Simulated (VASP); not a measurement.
# As (Fm-3m) in VASP: further runs

The runs below take As through relaxation of cell and atoms, single point, with PBE.

Program: VASP 6.6.1. These are calculated values, not measurements. Logs are shortened: lines on timing, memory, paths and dates and some standing lists are left out, and cuts for length are marked.

## 1. The cell of the first run

It takes space group Fm-3m (No. 225, cubic). The conventional cell has a = 4.126 Å, b = 4.126 Å, c = 4.126 Å, α = 90.00°, β = 90.00°, γ = 90.00°. Within 3.8 Å of As (site symmetry m-3m) lie 12 As at 2.92 Å.

## 2. Relaxation of cell and atoms, PBE, target pressure 9.3 GPa, at which the enthalpy is minimised

INCAR

```
SYSTEM = As
PREC = Accurate ; ENCUT = 600
EDIFF = 1E-6 ; ISMEAR = -1
SIGMA = 0.08 ; LREAL = .FALSE.
LASPH = .TRUE. ; NELM = 100
ALGO = Normal ; ISIF = 3
LWAVE = .FALSE. ; LCHARG = .FALSE.
GGA = PE ; IBRION = 2
NSW = 60 ; EDIFFG = -0.005
PSTRESS = 93.0
```

KPOINTS

```
regular mesh
0
G
  16 16 16
  0 0 0
```

POSCAR

```
As
1.0
    0.0000000000      2.0630679384      2.0630679384
    2.0630679384      0.0000000000      2.0630679384
    2.0630679384      2.0630679384      0.0000000000
As
1
Direct
    0.0000000000      0.0000000000      0.0000000000
```

Potentials or basis: VASP PAW PBE potentials, release 64 (As).

Launch:

```
cat potpaw_PBE.64/As/POTCAR > POTCAR
mpirun -np 1 vasp_std > vasp.out
```

OUTCAR:

```text
SYSTEM = As
   PREC = Accurate
   ENCUT = 600
   EDIFF = 1E-6
   ISMEAR = -1
   LREAL = .FALSE.
   LASPH = .TRUE.
   NELM = 100
   ISIF = 3
   GGA = PE
   IBRION = 2
   NSW = 60
   EDIFFG = -0.005
   PSTRESS = 93.0

 ion  position               nearest neighbor table
   1  0.000  0.000  0.000-

  LATTYP: Found a face centered cubic cell.
 ALAT       =     4.1261358768

  Lattice vectors:

 A1 = (   0.0000000000,   2.0630679384,   2.0630679384)
 A2 = (   2.0630679384,   0.0000000000,   2.0630679384)
 A3 = (   2.0630679384,   2.0630679384,   0.0000000000)

Analysis of symmetry for initial positions (statically):
=====================================================================
 Subroutine PRICEL returns:
 Original cell was already a primitive cell.

 Routine SETGRP: Setting up the symmetry group for a
 face centered cubic supercell.

 Subroutine GETGRP returns: Found 48 space group operations
 (whereof 48 operations were pure point group operations)
 out of a pool of 48 trial point group operations.

The static configuration has the point symmetry O_h .

Analysis of symmetry for dynamics (positions and initial velocities):
=====================================================================
 Subroutine PRICEL returns:
 Original cell was already a primitive cell.

 Routine SETGRP: Setting up the symmetry group for a
 face centered cubic supercell.

 Subroutine GETGRP returns: Found 48 space group operations
 (whereof 48 operations were pure point group operations)
 out of a pool of 48 trial point group operations.

The dynamic configuration has the point symmetry O_h .

 Subroutine INISYM returns: Found 48 space group operations
 (whereof 48 operations are pure point group operations),
 and found     1 'primitive' translations

----------------------------------------------------------------------------------------

                                     Primitive cell

  volume of cell :      17.5619

  direct lattice vectors                    reciprocal lattice vectors
     0.000000000  2.063067938  2.063067938    -0.242357506  0.242357506  0.242357506
     2.063067938  0.000000000  2.063067938     0.242357506 -0.242357506  0.242357506
     2.063067938  2.063067938  0.000000000     0.242357506  0.242357506 -0.242357506

  length of vectors
     2.917618659  2.917618659  2.917618659     0.419775514  0.419775514  0.419775514

  position of ions in fractional coordinates (direct lattice)
     0.000000000  0.000000000  0.000000000

  ion indices of the primitive-cell ions
   primitive index   ion index
                 1           1

----------------------------------------------------------------------------------------

 KPOINTS: regular mesh

Automatic generation of k-mesh.
 Grid dimensions read from file:
 generate k-points for:   16   16   16

 Generating k-lattice:

  Cartesian coordinates                     Fractional coordinates (reciprocal lattice)
    -0.015147344  0.015147344  0.015147344     0.062500000  0.000000000  0.000000000
     0.015147344 -0.015147344  0.015147344     0.000000000  0.062500000  0.000000000
     0.015147344  0.015147344 -0.015147344     0.000000000  0.000000000  0.062500000

  Length of vectors
     0.026235970  0.026235970  0.026235970

  Shift w.r.t. Gamma in fractional coordinates (k-lattice)
     0.000000000  0.000000000  0.000000000

 Subroutine IBZKPT returns following result:
 ===========================================

 Found    145 irreducible k-points:

 Following reciprocal coordinates:
            Coordinates               Weight
  0.000000  0.000000  0.000000      1.000000
  0.062500  0.000000  0.000000      8.000000
  0.125000  0.000000  0.000000      8.000000
  0.187500  0.000000  0.000000      8.000000
  0.250000  0.000000  0.000000      8.000000
  0.312500  0.000000  0.000000      8.000000
[... 16 lines left out ...]
 -0.125000  0.062500  0.000000     24.000000
 -0.062500  0.062500  0.000000     12.000000
 [... further k-points ...]
   k-points           NKPTS =    145   k-points in BZ     NKDIM =    145   number of bands    NBANDS=      6
   number of dos      NEDOS =    301   number of ions     NIONS =      1
   total plane-waves  NPLWV =  13824
   dimension x,y,z NGX =    24 NGY =   24 NGZ =   24
   dimension x,y,z NGXF=    48 NGYF=   48 NGZF=   48
   ions per type =               1
   NGX,Y,Z   is equivalent  to a cutoff of  13.68, 13.68, 13.68 a.u.
   NGXF,Y,Z  is equivalent  to a cutoff of  27.35, 27.35, 27.35 a.u.
 SYSTEM =  As
   PREC   = accura    normal or accurate (medium, high low for compatibility)
   ISTART =      0    job   : 0-new  1-cont  2-samecut
   ICHARG =      2    charge: 1-file 2-atom 10-const
   ISPIN  =      1    spin polarized calculation?
   LNONCOLLINEAR =      F non collinear calculations
   LSORBIT =      F    spin-orbit coupling
   LASPH  =      T    aspherical Exc in radial PAW
   ENCUT  =  600.0 eV  44.10 Ry    6.64 a.u.   5.83  5.83  5.83*2*pi/ulx,y,z
   NELM   =    100;   NELMIN=  2; NELMDL= -5     # of ELM steps
   EDIFF  = 0.1E-05   stopping-criterion for ELM
   LREAL  =      F    real-space projection
   EDIFFG = -.5E-02   stopping-criterion for IOM
   NSW    =     60    number of steps for IOM
   IBRION =      2    ionic relax: 0-MD 1-quasi-New 2-CG
   NFREE  =      1    steps in history (QN), initial steepest desc. (CG)
   ISIF   =      3    stress and relaxation
   ISYM   =      2    0-nonsym 1-usesym 2-fastsym
   POTIM  = 0.5000    time-step for ionic-motion
   TEBEG  =    0.0;   TEEND  =   0.0 temperature during run
   PSTRESS=   93.0 pullay stress
   NELECT =       5.0000    total number of electrons
   NUPDOWN=      -1.0000    fix difference up-down
   EMIN   =  10.00;   EMAX   =-10.00  energy-range for DOS
   EFERMI =   0.00;   METHOD = LEGACY
   ISMEAR =    -1;   SIGMA  =   0.08  broadening in eV -4-tet -1-fermi 0-gaus
   EFERMI_NEDOS =   21; number of points for ismear=-14 and -15
   IALGO  =     38    algorithm
   IMIX   =      4    mixing-type and parameters
     AMIX     =   0.40;   BMIX     =  1.00
     AMIX_MAG =   1.60;   BMIX_MAG =  1.00
  volume/ion in A,a.u.               =      17.56       118.51
  Fermi-wavevector in a.u.,A,eV,Ry     =   1.076981  2.035199 15.781230  1.159888
  Thomas-Fermi vector in A             =   2.212880
   LORBIT       =      0    0 simple, 1 ext, 2 COOP (PROOUT), +10 PAW based schemes
   GGA     = PE    functional components
   LHFCALC =     F    Hartree Fock is set to
   AEXX    =    0.0000 exact exchange contribution
   IVDW    =     0    specifies the selected vdW correction
   LEPSILON=     F    determine dielectric tensor
   LRPA    =     F    only Hartree local field effects (RPA)
 conjugate gradient relaxation of ions
 non-spin polarized calculation
  energy-cutoff  :      600.00
  volume of cell :       17.56
 maximum number of plane-waves:       604
   NGX = 11   NGY = 11   NGZ = 11

--------------------------------------- Ionic step        1  -------------------------------------------

 number of electron       5.0000000 magnetization

 Free energy of the ion-electron system (eV)
  ---------------------------------------------------
  ext. energy  EPLUGINS =         0.00000000
  ---------------------------------------------------
  free energy    TOTEN  =        -4.08459490 eV

  energy without entropy =       -4.07103346  energy(sigma->0) =       -4.07781418

------------------------ aborting loop because EDIFF is reached ----------------------------------------

  FORCE on cell =-STRESS in cart. coord.  units (eV):
  Direction    XX          YY          ZZ          XY          YZ          ZX
  --------------------------------------------------------------------------------------
  -------------------------------------------------------------------------------------
  Total        1.0339638      1.0339638      1.0339638     -0.0000000      0.0000000      0.0000000
  in kB       94.3290240     94.3290240     94.3290240     -0.0000000      0.0000000      0.0000000
  external PRESSURE =       1.3290240 kB  Pullay stress =      93.0000000 kB
[... 59 lines left out ...]
  enthalpy is  TOTEN    =        -3.0652009314 eV   P V=        1.0215468289

--------------------------------------- Ionic step        3  -------------------------------------------

 number of electron       5.0000000 magnetization

 Free energy of the ion-electron system (eV)
  ---------------------------------------------------
  ext. energy  EPLUGINS =         0.00000000
  ---------------------------------------------------
  free energy    TOTEN  =        -4.08580073 eV

  energy without entropy =       -4.07222355  energy(sigma->0) =       -4.07901214

 E-fermi :   7.4766     XC(G=0): -11.1329

 val. band max:        7.4700978849   @ k =   0.4375   0.3125   0.0625
 cond. band min:       7.4920613561   @ k =   0.5000   0.4375   0.0625
 fundamental gap:      0.0219634712
 Fermi energy:         7.4766456183

 k-point     1 :       0.0000    0.0000    0.0000
  band No.  band energies     occupation
      1      -8.4110      2.00000
      2      13.9097      0.00000
      3      13.9097      0.00000
      4      13.9097      0.00000
      5      20.1624      0.00000
      6      20.1624      0.00000

 k-point     2 :       0.0625    0.0000    0.0000
  band No.  band energies     occupation
      1      -8.3122      2.00000
      2      13.0387      0.00000
      3      13.7836      0.00000
      4      13.7836      0.00000
      5      19.7302      0.00000
      6      20.3929      0.00000
[... 190 lines left out ...]
 k-point    24 :      -0.0625    0.0625    0.0000
  band No.  band energies     occupation
      1      -8.1478      2.00000
      2      12.2219      0.00000
      3      12.8670      0.00000
      4      13.9169      0.00000
      5      19.4134      0.00000
      6      20.4063      0.00000

 [... further k-points ...]

------------------------ aborting loop because EDIFF is reached ----------------------------------------

  FORCE on cell =-STRESS in cart. coord.  units (eV):
  Direction    XX          YY          ZZ          XY          YZ          ZX
  --------------------------------------------------------------------------------------
  -------------------------------------------------------------------------------------
  Total        1.0208468      1.0208468      1.0208468      0.0000000     -0.0000000      0.0000000
  in kB       93.0230600     93.0230600     93.0230600      0.0000000     -0.0000000      0.0000000
  external PRESSURE =       0.0230600 kB  Pullay stress =      93.0000000 kB
[... 16 lines left out ...]
  FREE ENERGIE OF THE ION-ELECTRON SYSTEM (eV)
  ---------------------------------------------------
  free  energy   TOTEN  =        -4.0858007348 eV

  energy  without entropy=       -4.0722235510  energy(sigma->0) =       -4.07901214

  enthalpy is  TOTEN    =        -3.0652070349 eV   P V=        1.0205936999

 reached required accuracy - stopping structural energy minimisation
```

It took 13 s on 1 thread of Intel Xeon Platinum 8488C (Sapphire Rapids), shared host; peak memory 0.16 GiB.

Results:

| Quantity | Value |
| --- | --- |
| Free energy | -4.0858 eV |
| Relaxed volume | 17.58 Å³/atom |
| Relaxed cell | a = 2.919 Å, b = 2.919 Å, c = 2.919 Å, α = 60.00°, β = 60.00°, γ = 60.00° |
| Space group after relaxing (to 0.05 Å) | Fm-3m (No. 225) |
| Energy change on relaxing (the enthalpy is what falls) | -1.2 meV/atom |
| Ionic steps | 3 |
| Pressure after relaxing | 9.3 GPa |

The path:
```csv
step,energy change (eV),largest force (eV/Å),pressure (GPa),volume (Å³)
1,0.0000,0.0000,9.43,17.56
2,-0.0022,0.0000,9.19,17.60
3,-0.0012,0.0000,9.30,17.58
```

Final structure:
```
As
1.0
     0.00000    2.06388    2.06388
     2.06388    0.00000    2.06388
     2.06388    2.06388    0.00000
As
1
Direct
  0.00000 0.00000 0.00000
```

Levels at points of the mesh, in eV from the Fermi level:
| k point | band 1 | band 2 | band 3 | band 4 | band 5 | band 6 |
| --- | --- | --- | --- | --- | --- | --- |
| (0.00, 0.00, 0.00) | -15.89 | 6.43 | 6.43 | 6.43 | 12.69 | 12.69 |
| (0.50, 0.00, 0.00) | -10.95 | -7.35 | 4.50 | 4.50 | 10.36 | 11.54 |
| (0.50, 0.50, 0.00) | -8.81 | -6.16 | 0.59 | 0.59 | 5.10 | 5.56 |

Caveat: the cell is relaxed towards a set pressure, so the enthalpy falls and the energy may rise.

## 3. Single point, PBE

This run uses another cell than the first one, of 19.34 Å³/atom, 1.101 times its volume.

INCAR

```
ALGO = Normal
EDIFF = 1E-6
ENCUT = 500
GGA = PE
GGA_COMPAT = False
ISIF = 2
ISMEAR = -1
LASPH = True
LCHARG = True
LELF = True
LREAL = False
LVHAR = True
LWAVE = False
NBANDS = 8
NELM = 120
PREC = Accurate
SIGMA = 0.08
```

KPOINTS

```
k-points
0
Gamma
  16 16 16
```

POSCAR

```
As
1.0
    0.0000000000      2.1305165574      2.1305165574
    2.1305165574      0.0000000000      2.1305165574
    2.1305165574      2.1305165574      0.0000000000
As
1
Direct
    0.0000000000      0.0000000000      0.0000000000
```

Potentials or basis: VASP PAW PBE potentials, release 64 (As).

Launch:

```
cat potpaw_PBE.64/As/POTCAR > POTCAR
mpirun -np 1 vasp_std > vasp.out
```

Wall time 21 s (1 thread of AMD EPYC 7R43 (Zen 3), shared host); peak memory 0.11 GiB.

It converged, with:

```
Free energy : -4.1328 eV
Pressure    : 0.0 GPa
```

Levels at points of the mesh, in eV from the Fermi level:
| k point | band 1 | band 2 | band 3 | band 4 | band 5 |
| --- | --- | --- | --- | --- | --- |
| (0.00, 0.00, 0.00) | -15.00 | 5.65 | 5.65 | 5.65 | 12.30 |
| (0.50, 0.00, 0.00) | -10.69 | -6.63 | 3.97 | 3.97 | 9.64 |
| (0.50, 0.50, 0.00) | -8.87 | -5.56 | 0.53 | 0.53 | 5.03 |
